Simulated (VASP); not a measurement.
## CuWN2: single point with PBE

Crystal: CuWN2.

```
CELL_PARAMETERS angstrom
4.20452 0.00000 0.00000
-2.10226 3.64122 0.00000
0.00000 0.00000 3.31552
ATOMIC_POSITIONS crystal
Cu 0.33333 0.66667 0.00000
W 0.00000 0.00000 0.00000
N 0.33333 0.66667 0.50000
N 0.66667 0.33333 0.50000
```

The cell was built from a structure type or drawn by symmetry, and may not be a known phase.

```json
{
 "Program": "VASP 6.6.1",
 "Task": "single point",
 "Functional": "PBE",
 "Potentials or basis": "VASP PAW PBE potentials, release 64 (Cu, W_sv, N)",
 "Cutoff": "520 eV",
 "k mesh": "12 × 12 × 14",
 "Occupations": "gaussian, width 0.1 eV",
 "Spin": "no spin polarisation",
 "Dipole correction": "no",
 "Further INCAR settings": "ALGO = Normal; EDIFF = 1e-07; NBANDS = 26"
}
```

```json
{"Pressure": "0.0 GPa", "Band gap on the k mesh": "zero (an odd number of electrons rules out a gap without spin polarisation)"}
```

Stress tensor (GPa, compression positive):
```
 0.07  0.00  0.00
 0.00  0.07  0.00
 0.00  0.00 -0.06
```

Levels at points of the mesh, in eV from the Fermi level:
```
           k point  band 15  band 16  band 17  band 18  band 19  band 20  band 21  band 22
(0.00, 0.00, 0.00)    -2.26    -0.90    -0.90    -0.36     0.37     0.53     0.53     0.59
(0.50, 0.00, 0.00)    -1.78    -1.00    -0.87    -0.30     0.24     0.61     1.58     1.69
(0.00, 0.00, 0.50)    -1.74    -1.74    -1.15    -1.15    -0.65     2.23     2.24     2.24
(0.50, 0.00, 0.50)    -2.15    -0.71     0.05     0.36     0.90     1.13     1.21     2.29
```

Run time: 5.6 min on 1 thread of Intel Xeon 8259CL, with other jobs on the host, peak memory 0.33 GiB.

Caveat: spin-orbit coupling is left out, which moves the levels of the heavy elements. With open d or f shells a metallic result of PBE can be an artefact of self-interaction; +U or a hybrid may open a gap.
